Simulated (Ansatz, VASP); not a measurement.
InP: VASP beside Ansatz

```
In P
1.0
     0.00000    2.93435    2.93435
     2.93435    0.00000    2.93435
     2.93435    2.93435    0.00000
In P
1 1
Cartesian
  0.0000 0.0000 0.0000
  1.4672 1.4672 1.4672
```

Alike in both runs: functional PBE; k mesh 13 × 13 × 13; occupations fermi-dirac, width 0.02 eV; no spin polarisation.

Ansatz relaxed the structure, and its values are those at the end. VASP's run is a single point on that final structure, the one shown.

|  | VASP | Ansatz |
| --- | --- | --- |
| version | VASP 6.6.1 | Ansatz 0.2.0 |
| potentials or method | VASP PAW PBE potentials, release 64 (In_d, P) | plane-wave PAW, scalar-relativistic |
| plane-wave cutoff (eV) | 520 | 420 |
| valence electrons in the cell | 18 | 18 |

VASP gave:

```
pressure (GPa) : 3.0
```

Problem. Estimate Ansatz's values.

Solution. Pressure (GPa): 3.1.

Ansatz's warnings: stress scf threshold loose.
